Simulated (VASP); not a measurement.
A run of VASP 6.6.1:

Contents of INCAR:

```
SYSTEM = TiSi3W
ALGO = Normal ; EDIFF = 1E-6
ENCUT = 520 ; GGA = PE
ISIF = 2 ; ISMEAR = 0
LASPH = .TRUE. ; LCHARG = .FALSE.
LREAL = .FALSE. ; LWAVE = .FALSE.
NBANDS = 27 ; NELM = 60
PREC = Accurate ; SIGMA = 0.1
```

File KPOINTS:

```
k-points
0
G
  4 4 4
  0 0 0
```

POSCAR

```
TiSi3W
1.0
    4.2010356900      0.0000000000      0.0000000000
    0.0000000000      4.2010356900      0.0000000000
    0.0000000000      0.0000000000      4.2010356900
Ti Si W
1 3 1
Direct
    0.5000000000      0.5000000000      0.5000000000
    0.5000000000      0.0000000000      0.0000000000
    0.0000000000      0.5000000000      0.0000000000
    0.0000000000      0.0000000000      0.5000000000
    0.0000000000      0.0000000000      0.0000000000
```

Potentials or basis: VASP PAW PBE potentials, release 64 (Ti_sv, Si, W_sv).

Command:

```console
$ cat potpaw_PBE.64/Ti_sv/POTCAR potpaw_PBE.64/Si/POTCAR potpaw_PBE.64/W_sv/POTCAR > POTCAR
$ mpirun -np 1 vasp_std > vasp.out
```

Hardware: 1 thread of Intel Xeon 8259CL, on a shared host.

**Question.** Estimate the wall time of this run.

**Answer.** Wall time 31 s on 1 thread of Intel Xeon 8259CL, with other jobs on the host, peak memory 0.19 GiB. Counts: scf iterations 17, k points 10.
